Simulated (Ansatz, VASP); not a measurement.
**One calculation of Mg, two programs**

File INCAR:

```
  PREC = Accurate
  ENCUT = 520
  EDIFF = 1E-6
  ISMEAR = 0
  SIGMA = 0.1
  LREAL = F
  LASPH = T
  NELM = 100
  ALGO = Normal
  ISIF = 2
  LWAVE = F
  LCHARG = F
  GGA = PE
  NBANDS = 12
```

The input KPOINTS:

```
regular mesh
0
Gamma
  15 15 4
```

The input POSCAR:

```
Mg
1.0
    3.2687952831      0.0000000000      0.0000000000
   -1.6343976415      2.8308597549      0.0000000000
    0.0000000000      0.0000000000     10.3080272049
Mg
4
Direct
    0.0000000000      0.0000000000      0.0000000000
    0.3333333300      0.6666666700      0.2500000000
    0.0000000000      0.0000000000      0.5000000000
    0.6666666700      0.3333333300      0.7500000000
```

Input for Ansatz:

```yaml
crystal:
  lattice:
    - [3.2687952831, 0.0, 0.0]
    - [-1.6343976415, 2.8308597549, 0.0]
    - [0.0, 0.0, 10.3080272049]
  atoms:
    - { symbol: Mg, position: [0.0, 0.0, 0.0] }
    - { symbol: Mg, position: [0.33333333, 0.66666667, 0.25] }
    - { symbol: Mg, position: [0.0, 0.0, 0.5] }
    - { symbol: Mg, position: [0.66666667, 0.33333333, 0.75] }
basis:
  ecutwfc: 420
kpoints:
  mp_grid: { grid: [15, 15, 4] }
hamiltonian:
  xc: pbe
scf:
  occupations: { method: gaussian, width: 0.1 }
output:
  forces: true
  stress: true
  eigenvalues: true
```

Alike in both runs: task single point; functional PBE; k mesh 15 × 15 × 4; occupations gaussian, width 0.1 eV; no spin polarisation.

|  | VASP | Ansatz |
| --- | --- | --- |
| version | VASP 6.6.1 | Ansatz 0.2.0 |
| potentials or method | VASP PAW PBE potentials, release 64 (Mg), cutoff 520 eV | scalar-relativistic, plane waves, PAW |
| valence electrons in the cell | 8 | 40 |

```csv
,VASP,Ansatz,Ansatz less VASP
gap on the k mesh at the Fermi level (eV),none,none,-
pressure (GPa),-1.3,-1.1,+0.12
"traceless stress, the component that is largest in VASP (GPa)",0.51,0.51,+0.003
```

A gap of «none» marks a metal or a gap that the smearing closes. VASP's potentials hold 8 valence electrons a cell and Ansatz's 40, so a difference there can come from the potentials and not from the codes.
